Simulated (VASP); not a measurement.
Set up this calculation in VASP 6.6.1, as the native input.

* Task: single point
* Functional: PBE
* Potentials or basis: VASP PAW PBE potentials, release 64 (K_sv, Br)
* Cutoff: 520 eV
* k mesh: 11 × 11 × 11
* Occupations: fermi-dirac, width 0.08 eV
* Spin: no spin polarisation
* Dipole correction: no
* Further INCAR settings: ALGO = Normal; EDIFF = 1e-06; NBANDS = 15

The structure of KBr (zincblende type) lies in POSCAR:

```
KBr
1.0
    0.0000000000      3.7756006816      3.7756006816
    3.7756006816      0.0000000000      3.7756006816
    3.7756006816      3.7756006816      0.0000000000
K Br
1 1
Direct
    0.0000000000      0.0000000000      0.0000000000
    0.2500000000      0.2500000000      0.2500000000
```

This cell differs from its parent crystal: volume scaled by 1.05.

These files were run (other wordings do the same):

INCAR

```
  PREC = Accurate
  ENCUT = 520
  EDIFF = 1E-6
  ISMEAR = -1
  SIGMA = 0.08
  LREAL = F
  LASPH = T
  NELM = 60
  ALGO = Normal
  ISIF = 2
  LWAVE = F
  LCHARG = T
  GGA = PE
  LELF = T
  LVHAR = T
  NBANDS = 15
```

KPOINTS

```
regular mesh
0
Gamma
  11 11 11
```

Potentials or basis: VASP PAW PBE potentials, release 64 (K_sv, Br).

Launch:

```console
$ cat potpaw_PBE.64/K_sv/POTCAR potpaw_PBE.64/Br/POTCAR > POTCAR
$ mpirun -np 1 vasp_std > vasp.out
```

It gave:

```json
{
 "Pressure": "-0.3 GPa",
 "Band gap on the k mesh": "4.16 eV, indirect (least direct gap 4.17 eV)"
}
```

Wall time 32 s on 1 thread of Intel(R) Xeon(R) 6975P-C (Granite Rapids), with other jobs on the host, peak memory 0.28 GiB.
